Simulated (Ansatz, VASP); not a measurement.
**Two plane-wave programs on CaO**

```xyz
4
Lattice="3.9810 0.0000 0.0000 -1.9905 3.4477 0.0000 0.0000 0.0000 4.7701" Properties=species:S:1:pos:R:3 pbc="T T T"
Ca    0.0000    2.2984    1.1925
Ca    1.9905    1.1492    3.5776
O     1.9905    1.1492    1.1925
O     0.0000    2.2984    3.5776
```

Alike in both runs: task single point; functional PBE; k mesh 12 × 12 × 6; no spin polarisation.

```csv
,VASP,Ansatz
version,VASP 6.6.1,Ansatz 0.2.0
potentials or method,"VASP PAW PBE potentials, release 64 (Ca_sv, O)","plane waves, PAW"
plane-wave cutoff (eV),520,420
occupations,"gaussian, width 0.01 eV",fixed
valence electrons in the cell,32,32
```

```csv
,VASP,Ansatz,Ansatz less VASP
gap on the k mesh at the Fermi level (eV),3.19,3.21,+0.015
pressure (GPa),2.3,1.8,-0.51
"traceless stress, the component that is largest in VASP (GPa)",0.34,0.32,-0.022
```
